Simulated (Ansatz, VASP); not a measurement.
One calculation of HfO2, two programs

```
Hf O
1.0
     0.00000    2.52226    2.52226
     2.52226    0.00000    2.52226
     2.52226    2.52226    0.00000
Hf O
1 2
Direct
  0.00000 0.00000 0.00000
  0.25000 0.25000 0.25000
  0.75000 0.75000 0.75000
```

Alike in both runs: functional PBEsol; k mesh 10 × 10 × 10; occupations fermi-dirac, width 0.02 eV; no spin polarisation.

Ansatz relaxed the structure, and its values are those at the end. VASP's run is a single point on that final structure, the one shown.

|  | VASP | Ansatz |
| --- | --- | --- |
| version | VASP 6.6.1 | Ansatz 0.2.0 |
| potentials or method | VASP PAW PBE potentials, release 64 (Hf_pv, O), cutoff 600 eV | PAW plane waves |
| valence electrons in the cell | 22 | 38 |

```csv
,VASP,Ansatz,Ansatz less VASP
gap on the k mesh at the Fermi level (eV),3.71,3.69,-0.023
pressure (GPa),-4.0,0.0,+4.04
```

VASP's potentials were made for PBE, not for PBEsol, and Ansatz warns of the same on its side. One of these differences is far larger than is usual between the two programs; its cause wasn't traced. VASP's potentials hold 22 valence electrons a cell and Ansatz's 38, so a difference there can come from the potentials and not from the codes.

Spin-orbit coupling is off throughout.
